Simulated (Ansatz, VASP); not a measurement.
**One calculation of Ru, two programs**

```xyz
1
Lattice="-1.5093 1.5093 1.5093 1.5093 -1.5093 1.5093 1.5093 1.5093 -1.5093" Properties=species:S:1:pos:R:3 pbc="T T T"
Ru    0.0000    0.0000    0.0000
```

Alike in both runs: functional PBEsol; k mesh 20 × 20 × 20; occupations gaussian, width 0.1 eV; no spin polarisation.

Ansatz relaxed the structure, and its values are those at the end. VASP's run is a single point on that final structure, the one shown.

|  | VASP | Ansatz |
| --- | --- | --- |
| version | VASP 6.6.1 | Ansatz 0.2.0 |
| potentials or method | VASP PAW PBE potentials, release 64 (Ru_pv), cutoff 500 eV | scalar-relativistic, plane waves, PAW |
| valence electrons in the cell | 14 | 16 |

Ansatz gave:

```
gap on the k mesh at the Fermi level (eV) : none
pressure (GPa)                            : 0.0
```

Question: Estimate VASP's values.

Answer: gap on the k mesh at the Fermi level (eV): none; pressure (GPa): -0.1.

VASP's potentials were made for PBE, not for PBEsol, and Ansatz warns of the same on its side. A gap of «none» marks a metal or a gap that the smearing closes. The functional is the same, so the differences come from potentials, cutoffs and numerics. VASP's potentials hold 14 valence electrons a cell and Ansatz's 16, so a difference there can come from the potentials and not from the codes.
